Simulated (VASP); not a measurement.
A run of VASP 6.6.1 is set up as follows.

INCAR

```
SYSTEM = Sc4InSb
PREC = Accurate ; ENCUT = 520
EDIFF = 1E-7 ; ISMEAR = 0
SIGMA = 0.1 ; LREAL = .FALSE.
LASPH = .TRUE. ; NELM = 100
ALGO = Normal ; ISIF = 2
LWAVE = .FALSE. ; LCHARG = .TRUE.
GGA = PE ; LELF = .TRUE.
LVHAR = .TRUE. ; NBANDS = 40
```

KPOINTS

```
Automatic mesh
0
G
  4 4 4
  0 0 0
```

File POSCAR:

```
Sc4InSb
1.0
    0.0000000000      3.8873883800      3.8873883800
    3.8873883800      0.0000000000      3.8873883800
    3.8873883800      3.8873883800      0.0000000000
Sc In Sb
4 1 1
Direct
    0.8727561500      0.3757479500      0.3757479500
    0.3757479500      0.3757479500      0.3757479500
    0.3757479500      0.8727561500      0.3757479500
    0.3757479500      0.3757479500      0.8727561500
    0.0000000000      0.0000000000      0.0000000000
    0.7500000000      0.7500000000      0.7500000000
```

Potentials or basis: VASP PAW PBE potentials, release 64 (Sc_sv, In_d, Sb).

Command:

```bash
$ cat potpaw_PBE.64/Sc_sv/POTCAR potpaw_PBE.64/In_d/POTCAR potpaw_PBE.64/Sb/POTCAR > POTCAR
$ mpirun -np 1 vasp_std > vasp.out
```

Predict the band gap on the k mesh.

zero (bands 31 and 32 overlap by 0.55 eV).

Estimate the largest force.

0.313 eV/Å.

Predict the pressure.

15.4 GPa.

Forces in eV/Å, atoms in the order of the input:
```
Sc  -0.181  0.181  0.181
Sc  -0.181 -0.181 -0.181
Sc   0.181 -0.181  0.181
Sc   0.181  0.181 -0.181
In   0.000  0.000  0.000
Sb   0.000  0.000  0.000
```

Caveat: the cell stands under pressure; spin-orbit coupling is left out, which moves the levels of the heavy elements.
